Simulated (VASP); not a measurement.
# Hf2B3 (Pm-3m) in VASP: a series of runs, part 2 of 2

VASP 6.6.1. The steps go on from the part before.

## 4. Relaxation of cell and atoms, PBE

The input, INCAR:

```
SYSTEM = Hf2B3
PREC = Accurate
ENCUT = 600
EDIFF = 1E-6
ISMEAR = 0
SIGMA = 0.1
LREAL = .False.
LASPH = .True.
NELM = 60
ALGO = Normal
ISIF = 3
LWAVE = .False.
LCHARG = .False.
GGA = PE
IBRION = 2
NSW = 90
EDIFFG = -0.04
```

The input, KPOINTS:

```
regular mesh
0
Gamma
  4 4 4
  0 0 0
```

The input, POSCAR:

```
Hf2B3
1.0
    4.0225368800      0.0000000000      0.0000000000
    0.0000000000      4.0225368800      0.0000000000
    0.0000000000      0.0000000000      4.0225368800
Hf B
2 3
Direct
    0.0000000000      0.0000000000      0.0000000000
    0.5000000000      0.5000000000      0.5000000000
    0.0000000000      0.5000000000      0.5000000000
    0.5000000000      0.0000000000      0.5000000000
    0.5000000000      0.5000000000      0.0000000000
```

Potentials or basis: VASP PAW PBE potentials, release 64 (Hf_pv, B).

Run with:

```console
> cat potpaw_PBE.64/Hf_pv/POTCAR potpaw_PBE.64/B/POTCAR > POTCAR
> mpirun -np 1 vasp_std > vasp.out
```

OUTCAR:

```text
SYSTEM = Hf2B3
   PREC = Accurate
   ENCUT = 600
   EDIFF = 1E-6
   ISMEAR = 0
   LREAL = .False.
   LASPH = .True.
   NELM = 60
   ISIF = 3
   GGA = PE
   IBRION = 2
   NSW = 90
   EDIFFG = -0.04

 ion  position               nearest neighbor table
   1  0.000  0.000  0.000-   3 2.84   4 2.84   5 2.84   3 2.84   4 2.84   3 2.84   5 2.84   3 2.84
                             4 2.84   5 2.84   4 2.84   5 2.84   2 3.48   2 3.48   2 3.48   2 3.48
   2  0.500  0.500  0.500-   3 2.01   4 2.01   5 2.01   5 2.01   4 2.01   3 2.01   1 3.48   1 3.48
                             1 3.48   1 3.48   1 3.48   1 3.48   1 3.48   1 3.48
   3  0.000  0.500  0.500-   2 2.01   2 2.01   1 2.84   1 2.84   1 2.84   1 2.84
   4  0.500  0.000  0.500-   2 2.01   2 2.01   1 2.84   1 2.84   1 2.84   1 2.84
   5  0.500  0.500  0.000-   2 2.01   2 2.01   1 2.84   1 2.84   1 2.84   1 2.84

  LATTYP: Found a simple cubic cell.
 ALAT       =     4.0225368800

  Lattice vectors:

 A1 = (   4.0225368800,   0.0000000000,   0.0000000000)
 A2 = (   0.0000000000,   4.0225368800,   0.0000000000)
 A3 = (   0.0000000000,   0.0000000000,   4.0225368800)

Analysis of symmetry for initial positions (statically):
=====================================================================
 Subroutine PRICEL returns:
 Original cell was already a primitive cell.

 Routine SETGRP: Setting up the symmetry group for a
 simple cubic supercell.

 Subroutine GETGRP returns: Found 48 space group operations
 (whereof 48 operations were pure point group operations)
 out of a pool of 48 trial point group operations.

The static configuration has the point symmetry O_h .

Analysis of symmetry for dynamics (positions and initial velocities):
=====================================================================
 Subroutine PRICEL returns:
 Original cell was already a primitive cell.

 Routine SETGRP: Setting up the symmetry group for a
 simple cubic supercell.

 Subroutine GETGRP returns: Found 48 space group operations
 (whereof 48 operations were pure point group operations)
 out of a pool of 48 trial point group operations.
[... 101 lines left out ...]
   TEBEG  =    0.0;   TEEND  =   0.0 temperature during run
   PSTRESS=    0.0 pullay stress
   NELECT =      29.0000    total number of electrons
   NUPDOWN=      -1.0000    fix difference up-down
   EMIN   =  10.00;   EMAX   =-10.00  energy-range for DOS
   EFERMI =   0.00;   METHOD = LEGACY
   ISMEAR =     0;   SIGMA  =   0.10  broadening in eV -4-tet -1-fermi 0-gaus
   EFERMI_NEDOS =   21; number of points for ismear=-14 and -15
   IALGO  =     38    algorithm
   IMIX   =      4    mixing-type and parameters
     AMIX     =   0.40;   BMIX     =  1.00
     AMIX_MAG =   1.60;   BMIX_MAG =  1.00
  volume/ion in A,a.u.               =      13.02        87.85
  Fermi-wavevector in a.u.,A,eV,Ry     =   1.250376  2.362869 21.271911  1.563441
  Thomas-Fermi vector in A             =   2.384374
   LORBIT       =      0    0 simple, 1 ext, 2 COOP (PROOUT), +10 PAW based schemes
   GGA     = PE    functional components
   LHFCALC =     F    Hartree Fock is set to
   AEXX    =    0.0000 exact exchange contribution
   IVDW    =     0    specifies the selected vdW correction
   LEPSILON=     F    determine dielectric tensor
   LRPA    =     F    only Hartree local field effects (RPA)
 conjugate gradient relaxation of ions
 non-spin polarized calculation
 Gauss-broadening in eV      SIGMA  =   0.10
  energy-cutoff  :      600.00
  volume of cell :       65.09
 maximum number of plane-waves:      2192
   NGX = 17   NGY = 17   NGZ = 17

--------------------------------------- Ionic step        1  -------------------------------------------

 number of electron      28.9999996 magnetization

 Free energy of the ion-electron system (eV)
  ---------------------------------------------------
  ext. energy  EPLUGINS =         0.00000000
  ---------------------------------------------------
  free energy    TOTEN  =       -34.30487515 eV

  energy without entropy =      -34.29067239  energy(sigma->0) =      -34.29777377

------------------------ aborting loop because EDIFF is reached ----------------------------------------

  FORCE on cell =-STRESS in cart. coord.  units (eV):
  Direction    XX          YY          ZZ          XY          YZ          ZX
  --------------------------------------------------------------------------------------
  -------------------------------------------------------------------------------------
  Total        7.1294701      7.1294701      7.1294701     -0.0000000      0.0000000      0.0000000
  in kB      175.4962054    175.4962054    175.4962054     -0.0000000      0.0000000      0.0000000
  external PRESSURE =     175.4962054 kB  Pullay stress =       0.0000000 kB
[... 65 lines left out ...]
--------------------------------------- Ionic step        3  -------------------------------------------

 number of electron      28.9999997 magnetization

 Free energy of the ion-electron system (eV)
  ---------------------------------------------------
  ext. energy  EPLUGINS =         0.00000000
  ---------------------------------------------------
  free energy    TOTEN  =       -34.73531797 eV

  energy without entropy =      -34.72269129  energy(sigma->0) =      -34.72900463

 E-fermi :   4.3344     XC(G=0): -10.9753

 val. band max:        3.9699797106   @ k =   0.5000   0.5000   0.2500
 cond. band min:       4.3465559677   @ k =   0.5000   0.2500   0.2500
 fundamental gap:      0.3765762571
 Fermi energy:         4.3344192945

 k-point     1 :       0.0000    0.0000    0.0000
  band No.  band energies     occupation
      1     -27.8514      2.00000
      2     -27.8514      2.00000
      3     -27.8514      2.00000
      4     -24.5632      2.00000
      5     -24.5632      2.00000
      6     -24.5632      2.00000
[... 231 lines left out ...]
  FREE ENERGIE OF THE ION-ELECTRON SYSTEM (eV)
  ---------------------------------------------------
  free  energy   TOTEN  =       -34.7353179729 eV

  energy  without entropy=      -34.7226912920  energy(sigma->0) =      -34.72900463

 reached required accuracy - stopping structural energy minimisation
```

Wall time 56 s (1 thread of AMD EPYC 7R43 (Zen 3), shared host); peak memory 0.15 GiB.

Results:

- Free energy: -34.7353 eV
- Relaxed volume: 14.74 Å³/atom
- Relaxed cell: a = 4.193 Å, b = 4.193 Å, c = 4.193 Å, α = 90.00°, β = 90.00°, γ = 90.00°
- Space group after relaxing (to 0.05 Å): Pm-3m (No. 221)
- Energy gained by relaxing: 86.1 meV/atom
- Ionic steps: 3
- Pressure after relaxing: -0.1 GPa

The path:
```csv
step,energy change (eV),largest force (eV/Å),pressure (GPa),volume (Å³)
1,0.0000,0.0000,17.55,65.09
2,-0.2863,0.0000,-7.48,79.47
3,-0.4304,0.0000,-0.08,73.71
```

Final structure:
```xyz
5
Lattice="4.1928 0.0000 0.0000 0.0000 4.1928 0.0000 0.0000 0.0000 4.1928" Properties=species:S:1:pos:R:3 pbc="T T T"
Hf    0.0000    0.0000    0.0000
Hf    2.0964    2.0964    2.0964
B     0.0000    2.0964    2.0964
B     2.0964    0.0000    2.0964
B     2.0964    2.0964    0.0000
```

Levels at points of the mesh, in eV from the Fermi level:
| k point | band 11 | band 12 | band 13 | band 14 | band 15 | band 16 | band 17 | band 18 |
| --- | --- | --- | --- | --- | --- | --- | --- | --- |
| (0.00, 0.00, 0.00) | -1.29 | -1.29 | 0.44 | 0.44 | 0.44 | 1.02 | 1.02 | 1.75 |
| (0.50, 0.00, 0.00) | -1.92 | -1.78 | -1.78 | -1.64 | -1.64 | 0.04 | 1.36 | 2.37 |
| (0.50, 0.50, 0.00) | -2.72 | -2.56 | -2.56 | -2.04 | 0.83 | 0.83 | 1.62 | 1.67 |
| (0.50, 0.50, 0.50) | -4.17 | -4.17 | -3.65 | -1.99 | -1.99 | 0.83 | 2.30 | 2.30 |

Caveat: the k points lie up to 0.37 Å⁻¹ apart in the final cell; spin-orbit coupling is left out, which moves the levels of the heavy elements.

## 5. Single point, PBE

This run uses another cell than the first one, of 14.55 Å³/atom, 1.118 times its volume.

The input, INCAR:

```
ALGO = Normal
EDIFF = 1E-6
ENCUT = 520
GGA = PE
ISIF = 2
ISMEAR = 0
LASPH = T
LCHARG = T
LELF = T
LREAL = F
LVHAR = T
LWAVE = F
NBANDS = 22
NELM = 100
PREC = Accurate
SIGMA = 0.1
```

The input, KPOINTS:

```
k-points
0
Gamma
  10 10 10
```

POSCAR, as its differences from that of step 4:

```diff
@@ -2,5 +2,5 @@
 1.0
-    4.0225368800      0.0000000000      0.0000000000
-    0.0000000000      4.0225368800      0.0000000000
-    0.0000000000      0.0000000000      4.0225368800
+    4.1746968892      0.0000000000      0.0000000000
+    0.0000000000      4.1746968892      0.0000000000
+    0.0000000000      0.0000000000      4.1746968892
 Hf B
```

Run with:

```console
> cat potpaw_PBE.64/Hf_pv/POTCAR potpaw_PBE.64/B/POTCAR > POTCAR
> mpirun -np 1 vasp_std > vasp.out
```

It took 1.7 min on 1 thread of AMD EPYC 7R43 (Zen 3), shared host; peak memory 0.18 GiB.

The run converged. Its results:

```yaml
Free_energy: -34.7377 eV
Pressure: 1.0 GPa
```

Levels at points of the mesh, in eV from the Fermi level:
| k point | band 12 | band 13 | band 14 | band 15 | band 16 | band 17 | band 18 | band 19 |
| --- | --- | --- | --- | --- | --- | --- | --- | --- |
| (0.00, 0.00, 0.00) | -1.48 | 0.27 | 0.27 | 0.27 | 0.87 | 0.87 | 1.56 | 1.56 |
| (0.50, 0.00, 0.00) | -1.97 | -1.97 | -1.85 | -1.85 | -0.11 | 1.23 | 2.19 | 2.57 |
| (0.50, 0.50, 0.00) | -2.79 | -2.79 | -2.25 | 0.65 | 0.65 | 1.49 | 1.53 | 2.16 |
| (0.50, 0.50, 0.50) | -4.41 | -3.83 | -2.20 | -2.20 | 0.70 | 2.18 | 2.18 | 3.20 |

Caveat: spin-orbit coupling is left out, which moves the levels of the heavy elements.

## 6. Overview

| task | cell | k mesh | cutoff (eV) | gap on the mesh (eV) | pressure (GPa) |
| --- | --- | --- | --- | --- | --- |
| single point | a = 4.023 Å, 5 atoms | 4 × 4 × 4 | 520 | none | 17.6 |
| single point | a = 4.176 Å, 5 atoms | 4 × 4 × 4 | 520 | none | 1.3 |
| relaxation of cell and atoms | relaxed from a = 4.023 Å, 5 atoms | 4 × 4 × 4 | 600 | none | -0.1 |
| single point | a = 4.175 Å, 5 atoms | 10 × 10 × 10 | 520 | none | 1.0 |

Alike in all rows: level PBE; potentials or basis VASP PAW PBE potentials, release 64 (Hf_pv, B); no spin polarisation; smearing gaussian 0.1 eV.

Caveats: some runs use coarse meshes; spin-orbit coupling is left out, which moves the levels of the heavy elements.

Total energies depend on the potentials used, so only differences within one code and one set of settings carry meaning.
